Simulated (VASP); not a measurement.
Input of a VASP 6.6.1 run:

The input INCAR:

```
SYSTEM = BAs
ALGO     = Normal         ! electronic algorithm
EDIFF    = 1E-6           ! SCF threshold, eV
ENCUT    = 520            ! plane-wave cutoff, eV
ISIF     = 2              ! what is computed and relaxed
ISMEAR   = 0              ! smearing method
LASPH    = .TRUE.         ! aspherical terms in the spheres
LCHARG   = .FALSE.        ! write CHGCAR
LREAL    = .FALSE.        ! projectors in reciprocal space
LWAVE    = .FALSE.        ! write WAVECAR
NBANDS   = 11             ! bands
NELM     = 60             ! most SCF steps
PREC     = Accurate       ! precision mode
SIGMA    = 0.1            ! smearing width, eV
```

File KPOINTS:

```
k-points
0
G
  6 6 6
  0 0 0
```

POSCAR

```
BAs
1.0
    0.0000000000      2.3885000000      2.3885000000
    2.3885000000      0.0000000000      2.3885000000
    2.3885000000      2.3885000000      0.0000000000
B As
1 1
Direct
    0.0000000000      0.0000000000      0.0000000000
    0.7500000000      0.7500000000      0.7500000000
```

Potentials or basis: VASP PAW LDA potentials, release 64 (B, As).

Launch:

```bash
$ cat potpaw_LDA.64/B/POTCAR potpaw_LDA.64/As/POTCAR > POTCAR
$ mpirun -np 1 vasp_std > vasp.out
```

(1) What does it give for the band gap on the k mesh?

(2) Estimate the pressure.

## Answers

(1) 1.22 eV, indirect (least direct gap 3.25 eV).

(2) -3.1 GPa.
